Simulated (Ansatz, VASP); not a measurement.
## Be4Se3 in VASP and in Ansatz

```xyz
7
Lattice="4.7542 0.0000 0.0000 0.0000 4.7542 0.0000 0.0000 0.0000 4.7542" Properties=species:S:1:pos:R:3 pbc="T T T"
Be    2.3771    2.3771    2.3771
Be    2.3771    0.0000    0.0000
Be    0.0000    2.3771    0.0000
Be    0.0000    0.0000    2.3771
Se    2.3771    2.3771    0.0000
Se    0.0000    2.3771    2.3771
Se    2.3771    0.0000    2.3771
```

Change from the starting cell: species swapped into the W3N4 type (Pm-3m, No. 221).

Alike in both runs: functional PBE; k mesh 4 × 4 × 4; occupations gaussian, width 0.2 eV; no spin polarisation.

Ansatz relaxed the structure, and its values are those at the end. VASP's run is a single point on that final structure, the one shown.

|  | VASP | Ansatz |
| --- | --- | --- |
| version | VASP 6.6.1 | Ansatz 0.2.0 |
| potentials or method | VASP PAW PBE potentials, release 64 (Be, Se), cutoff 520 eV | scalar-relativistic, plane waves, PAW |
| valence electrons in the cell | 26 | 56 |

|  | VASP | Ansatz | Ansatz less VASP |
| --- | --- | --- | --- |
| gap on the k mesh at the Fermi level (eV) | none | none | - |
| pressure (GPa) | 0.8 | 0.7 | -0.14 |

A gap of «none» marks a metal or a gap that the smearing closes. VASP's potentials hold 26 valence electrons a cell and Ansatz's 56, so a difference there can come from the potentials and not from the codes.
